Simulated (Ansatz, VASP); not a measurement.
## Two plane-wave programs on Be3CdSe4

```
Be Cd Se
1.0
     5.45592    0.00006    0.00003
     0.00006    5.45594    0.00002
    -2.72796   -2.72797    5.36679
Be Cd Se
3 1 4
Direct
  0.50000 0.50000 0.00000
  0.24999 0.75000 0.49999
  0.75000 0.25001 0.50001
  0.99999 0.99999 0.99999
  0.85801 0.41584 0.27384
  0.41584 0.85801 0.27384
  0.14200 0.14200 0.72617
  0.58416 0.58417 0.72617
```

Change from the starting cell: cell x1, atoms moved at random (sigma 0.05 Å) and cell strained at random (1.5 %), then relaxed without symmetry.

Alike in both runs: functional PBE; k mesh 4 × 4 × 4; occupations gaussian, width 0.1 eV; no spin polarisation.

Ansatz relaxed the structure, and its values are those at the end. VASP's run is a single point on that final structure, the one shown.

|  | VASP | Ansatz |
| --- | --- | --- |
| version | VASP 6.6.1 | Ansatz 0.2.0 |
| potentials or method | VASP PAW PBE potentials, release 64 (Be, Cd, Se), cutoff 520 eV | scalar-relativistic, plane waves, PAW |
| valence electrons in the cell | 42 | 90 |

|  | VASP | Ansatz | Ansatz less VASP |
| --- | --- | --- | --- |
| gap on the k mesh at the Fermi level (eV) | 2.61 | 2.61 | -0.005 |
| least direct gap on the mesh (eV) | 2.61 | 2.61 | -0.005 |
| pressure (GPa) | 0.2 | 0.0 | -0.23 |
| rms of the force components (eV/Å) | 0.011 | 0.000 | -0.0107 |

VASP's potentials hold 42 valence electrons a cell and Ansatz's 90, so a difference there can come from the potentials and not from the codes.
